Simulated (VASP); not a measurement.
Write the native input for VASP 6.6.1 that does the following.

| Item | Value |
| --- | --- |
| Task | single point |
| Functional | r2SCAN |
| Potentials or basis | VASP PAW PBE potentials, release 64 (In_d) |
| Cutoff | 520 eV |
| k mesh | 11 × 11 × 11 |
| Occupations | fermi-dirac, width 0.05 eV |
| Spin | no spin polarisation |
| Dipole correction | no |
| Further INCAR settings | ALGO = Normal; EDIFF = 1e-06; NBANDS = 12 |

Crystal: In.

```
In
1.0
    -1.45552    1.45552    2.25702
     1.45552   -1.45552    2.25702
     1.45552    1.45552   -2.25702
In
1
Direct
  0.00000 0.00000 0.00000
```

These files were run (other wordings do the same):

POSCAR

```
In
1.0
   -1.4555160809      1.4555160809      2.2570204316
    1.4555160809     -1.4555160809      2.2570204316
    1.4555160809      1.4555160809     -2.2570204316
In
1
Direct
    0.0000000000      0.0000000000      0.0000000000
```

INCAR.step1

```
PREC = Accurate
ENCUT = 520
ISMEAR = -1
SIGMA = 0.05
LREAL = False
LASPH = True
NELM = 60
NBANDS = 12
GGA = PE
ALGO = Normal
EDIFF = 1E-4
LWAVE = True
LCHARG = False
```

INCAR.step2

```
PREC = Accurate
ENCUT = 520
EDIFF = 1E-6
ISMEAR = -1
SIGMA = 0.05
LREAL = False
LASPH = True
NELM = 60
ALGO = Normal
ISIF = 2
LWAVE = False
LCHARG = False
METAGGA = R2SCAN
LMIXTAU = True
NBANDS = 12
ISTART = 1
```

KPOINTS

```
Automatic mesh
0
Gamma
  11 11 11
```

Potentials or basis: VASP PAW PBE potentials, release 64 (In_d).

Command:

```bash
$ cat potpaw_PBE.64/In_d/POTCAR > POTCAR
$ cp INCAR.step1 INCAR
$ mpirun -np 1 vasp_std > vasp.out
$ cp INCAR.step2 INCAR
$ mpirun -np 1 vasp_std > vasp.out
```

It gave:

```json
{
 "Pressure": "30.4 GPa",
 "Band gap on the k mesh": "zero (an odd number of electrons rules out a gap without spin polarisation)"
}
```

Caveat: the cell stands under pressure; the PAW data sets were made with another functional, which shifts forces and pressure a little; spin-orbit coupling is left out, which moves the levels of the heavy elements.

Run time: 84 s on 1 thread of AMD EPYC 9R45 96-Core Processor (Zen 5), with other jobs on the host, peak memory 0.13 GiB.
